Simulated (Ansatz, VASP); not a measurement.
**Si2Sn: VASP beside Ansatz**

The input INCAR:

```
PREC = Accurate
ENCUT = 600
EDIFF = 1E-6
ISMEAR = 0
SIGMA = 0.1
LREAL = F
LASPH = T
NELM = 80
ALGO = Normal
ISIF = 3
LWAVE = F
LCHARG = F
GGA = PE
IBRION = 2
NSW = 90
EDIFFG = -0.04
```

Contents of KPOINTS:

```
Automatic mesh
0
Gamma
  6 6 4
```

POSCAR

```
Si2Sn
1.0
    3.6545614500      0.0000000000      0.0000000000
    0.0000000000      3.6545614500      0.0000000000
    0.0000000000      0.0000000000      4.2154062100
Si Sn
2 1
Direct
    0.5000000000      0.5000000000      0.0000000000
    0.5000000000      0.5000000000      0.5000000000
    0.0000000000      0.0000000000      0.5000000000
```

Input for Ansatz:

```yaml
crystal:
  lattice:
    - [3.65456145, 0.0, 0.0]
    - [0.0, 3.65456145, 0.0]
    - [0.0, 0.0, 4.21540621]
  atoms:
    - { symbol: Si, position: [0.5, 0.5, 0.0] }
    - { symbol: Si, position: [0.5, 0.5, 0.5] }
    - { symbol: Sn, position: [0.0, 0.0, 0.5] }
basis:
  ecutwfc: 420
kpoints:
  mp_grid: { grid: [6, 6, 4] }
hamiltonian:
  xc: pbe
scf:
  occupations: { method: gaussian, width: 0.1 }
  lower_state_search: "off"
output:
  forces: true
  stress: true
  eigenvalues: true
relax:
  adjacent_minimum: "off"
  f_tol: 0.04
  max_steps: 70
  cell: { stress_tol: 0.4 }
```

Alike in both runs: task relaxation of cell and atoms; functional PBE; k mesh 6 × 6 × 4; occupations gaussian, width 0.1 eV; no spin polarisation.

```csv
,VASP,Ansatz
version,VASP 6.6.1,Ansatz 0.2.0
potentials or method,"VASP PAW PBE potentials, release 64 (Si, Sn_d), cutoff 600 eV","scalar-relativistic, plane waves, PAW"
valence electrons in the cell,22,22
```

|  | VASP | Ansatz | Ansatz less VASP |
| --- | --- | --- | --- |
| gap on the k mesh at the Fermi level, each at its own relaxed structure (eV) | none | none | - |
| relaxed volume (Å³/atom) | 24.04 | 24.14 | +0.102 |
| relaxed length of the cell vector where the two differ most in proportion (Å) | 3.855 | 3.863 | +0.0082 |

A gap of «none» marks a metal or a gap that the smearing closes.

The k mesh is coarse, so the values compare programs but aren't converged. Noted on VASP's run: the volume moved by over 15 % at a fixed basis, so the end points are rough.
